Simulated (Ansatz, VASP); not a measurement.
One calculation of Tl, two programs

```
Tl
1.0
     0.00000    2.12170    2.16500
     2.12170    0.00000    2.16500
     2.12170    2.12170    0.00000
Tl
1
Cartesian
  0.0000 0.0000 0.0000
```

Change from the starting cell: x and y stretched by -2 %, z held, crystal datasets.

Alike in both runs: task electric field gradients; functional PBE; k mesh 14 × 14 × 14; occupations fermi-dirac, width 0.05 eV; no spin polarisation.

|  | VASP | Ansatz |
| --- | --- | --- |
| version | VASP 6.6.1 | Ansatz 0.2.0 |
| potentials or method | VASP PAW PBE potentials, release 64 (Tl_d), cutoff 520 eV | all-electron PAW with datasets made for the crystal, scalar-relativistic |

```csv
,VASP,Ansatz,Ansatz less VASP
size of Vzz on the site where it differs most (V/Å²),15.1,13.0,-2.05
```

Ansatz ran all-electron here, and VASP with PAW potentials.

Neither program's run includes spin-orbit coupling.
